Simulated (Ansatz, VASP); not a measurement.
Ca in VASP and in Ansatz

```
CELL_PARAMETERS angstrom
3.43584 0.00000 0.00000
0.00000 3.43584 0.00000
0.00000 0.00000 3.43584
ATOMIC_POSITIONS crystal
Ca 0.00000 0.00000 0.00000
```

Alike in both runs: task single point; functional PBEsol; k mesh 12 × 12 × 12; occupations gaussian, width 0.1 eV; no spin polarisation.

```csv
,VASP,Ansatz
version,VASP 6.6.1,Ansatz 0.2.0
potentials or method,"VASP PAW PBE potentials, release 64 (Ca_sv), cutoff 520 eV","scalar-relativistic, plane waves, PAW"
valence electrons in the cell,10,10
```

|  | VASP | Ansatz | Ansatz less VASP |
| --- | --- | --- | --- |
| gap on the k mesh at the Fermi level (eV) | none | none | - |
| pressure (GPa) | 0.1 | 0.1 | 0.00 |

VASP's potentials were made for PBE, not for PBEsol. A gap of «none» marks a metal or a gap that the smearing closes.
